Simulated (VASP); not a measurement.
ScAl2, 6 atoms in the cell. Symmetry: I-42m, No. 121, tetragonal system. The conventional cell has a = 5.983 Å, b = 5.983 Å, c = 4.976 Å, α = 90.00°, β = 90.00°, γ = 90.00°. Within 2.3 Å of Sc (site symmetry -42m) lie 4 Al at 1.73 Å. Sc (site symmetry -42m) has 4 Al at 2.05 Å and 2 Sc at 2.49 Å within 2.7 Å. Al (site symmetry m) has 2 Sc at 1.73 to 2.05 Å within 2.3 Å. The cell was built from a structure type or drawn by symmetry, and may not be a known phase.

- Program: VASP 6.6.1
- Task: single point
- Functional: PBE
- Potentials or basis: VASP PAW PBE potentials, release 64 (Sc_sv, Al)
- Cutoff: 520 eV
- k mesh: 4 × 4 × 4
- Occupations: gaussian, width 0.1 eV
- Spin: no spin polarisation
- Dipole correction: no
- Further INCAR settings: ALGO = Fast; EDIFF = 1e-06; NBANDS = 26

Potentials or basis: VASP PAW PBE potentials, release 64 (Sc_sv, Al).

Launch:

```console
$ cat potpaw_PBE.64/Sc_sv/POTCAR potpaw_PBE.64/Al/POTCAR > POTCAR
$ mpirun -np 1 vasp_std > vasp.out
```

Hardware: 1 thread of AMD EPYC 7R43 64-Core Processor (Zen 3), on a shared host.

Task: Estimate the wall time of this run.

Result: It took 74 s on 1 thread of AMD EPYC 7R43 64-Core Processor (Zen 3) (shared host), peak memory 0.2 GiB. Counts: scf iterations 20, k points 13.
